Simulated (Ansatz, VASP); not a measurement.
**Two plane-wave programs on MgCd5O6**

```xyz
12
Lattice="3.3009 0.0000 0.0000 0.0000 4.7032 0.0000 0.0000 0.0000 10.0293" Properties=species:S:1:pos:R:3 pbc="T T T"
Mg    1.6505    2.3516    5.0146
Cd    0.0000    0.0000    0.0000
Cd    1.6505    2.3516    1.7360
Cd    0.0000    0.0000    3.3916
Cd    0.0000    0.0000    6.6377
Cd    1.6505    2.3516    8.2933
O     0.0000    2.3516    0.0000
O     1.6505    0.0000    1.6921
O     0.0000    2.3516    3.5460
O     1.6505    0.0000    5.0146
O     0.0000    2.3516    6.4832
O     1.6505    0.0000    8.3371
```

Alike in both runs: functional PBE; k mesh 6 × 4 × 2; occupations gaussian, width 0.1 eV; no spin polarisation.

Ansatz relaxed the structure, and its values are those at the end. VASP's run is a single point on that final structure, the one shown.

|  | VASP | Ansatz |
| --- | --- | --- |
| version | VASP 6.6.1 | Ansatz 0.2.0 |
| potentials or method | VASP PAW PBE potentials, release 64 (Mg, Cd, O), cutoff 520 eV | scalar-relativistic, plane waves, PAW |
| valence electrons in the cell | 98 | 146 |

Ansatz gave:

* gap on the k mesh at the Fermi level (eV): none
* pressure (GPa): 0.0
* rms of the force components (eV/Å): 0.001

Task: Which values does VASP return?

Result: gap on the k mesh at the Fermi level (eV): none; pressure (GPa): 1.0; rms of the force components (eV/Å): 0.017.

A gap of «none» marks a metal or a gap that the smearing closes. VASP's potentials hold 98 valence electrons a cell and Ansatz's 146, so a difference there can come from the potentials and not from the codes.
